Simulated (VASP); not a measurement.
Set up this calculation in VASP 6.6.1, as the native input.

* Task: single point
* Functional: r2SCAN
* Potentials or basis: VASP PAW PBE potentials, release 64 (Na_pv, Te, P)
* Cutoff: 550 eV
* k mesh: 3 × 3 × 3
* Occupations: methfessel-paxton, width 0.0873 eV
* Spin: no spin polarisation
* Dipole correction: no
* Further INCAR settings: ALGO = Normal; EDIFF = 1e-06; NBANDS = 34; ISYM = 0

Crystal: NaTe6P.

```
CELL_PARAMETERS angstrom
0.00000 5.00392 5.00392
5.00392 0.00000 5.00392
5.00392 5.00392 0.00000
ATOMIC_POSITIONS crystal
Na 0.50000 0.50000 0.50000
Te 0.79710 0.20290 0.20290
Te 0.20290 0.79710 0.20290
Te 0.20290 0.79710 0.79710
Te 0.79710 0.20290 0.79710
Te 0.20290 0.20290 0.79710
Te 0.79710 0.79710 0.20290
P 0.00000 0.00000 0.00000
```

These files were run (other wordings do the same):

POSCAR

```
NaTe6P
1.0
    0.0000000000      5.0039190000      5.0039190000
    5.0039190000      0.0000000000      5.0039190000
    5.0039190000      5.0039190000      0.0000000000
Na Te P
1 6 1
Direct
    0.5000000000      0.5000000000      0.5000000000
    0.7971000000      0.2029000000      0.2029000000
    0.2029000000      0.7971000000      0.2029000000
    0.2029000000      0.7971000000      0.7971000000
    0.7971000000      0.2029000000      0.7971000000
    0.2029000000      0.2029000000      0.7971000000
    0.7971000000      0.7971000000      0.2029000000
    0.0000000000      0.0000000000      0.0000000000
```

INCAR.step1

```
SYSTEM = NaTe6P
PREC = Accurate
ENCUT = 550
ISMEAR = 1
SIGMA = 0.0873
LREAL = .FALSE.
LASPH = .TRUE.
NELM = 120
ISYM = 0
NBANDS = 34
GGA = PE
ALGO = Normal
EDIFF = 1E-5
LWAVE = .TRUE.
LCHARG = .FALSE.
GGA_COMPAT = .FALSE.
```

INCAR.step2

```
SYSTEM = NaTe6P
PREC = Accurate
ENCUT = 550
EDIFF = 1E-6
ISMEAR = 1
SIGMA = 0.0873
LREAL = .FALSE.
LASPH = .TRUE.
NELM = 120
ALGO = Normal
ISIF = 2
LWAVE = .FALSE.
LCHARG = .FALSE.
METAGGA = R2SCAN
LMIXTAU = .TRUE.
ISYM = 0
NBANDS = 34
ISTART = 1
GGA_COMPAT = .FALSE.
```

KPOINTS

```
Automatic mesh
0
G
  3 3 3
  0 0 0
```

Potentials or basis: VASP PAW PBE potentials, release 64 (Na_pv, Te, P).

Command:

```console
$ cat potpaw_PBE.64/Na_pv/POTCAR potpaw_PBE.64/Te/POTCAR potpaw_PBE.64/P/POTCAR > POTCAR
$ cp INCAR.step1 INCAR
$ mpirun -np 1 vasp_std > vasp.out
$ cp INCAR.step2 INCAR
$ mpirun -np 1 vasp_std > vasp.out
```

It gave:

```json
{"Pressure": "42.7 GPa", "Largest force": "15.216 eV/Å", "Band gap on the k mesh": "0.78 eV (least direct gap 1.01 eV)"}
```

Caveat: the cell stands under pressure; the PAW data sets were made with another functional, which shifts forces and pressure a little; spin-orbit coupling is left out, which moves the levels of the heavy elements; an odd mesh through Γ misses points on the zone boundary, where band edges can lie.

Run time: 18 min on 1 thread of Intel Xeon 8259CL (shared host), peak memory 0.49 GiB.
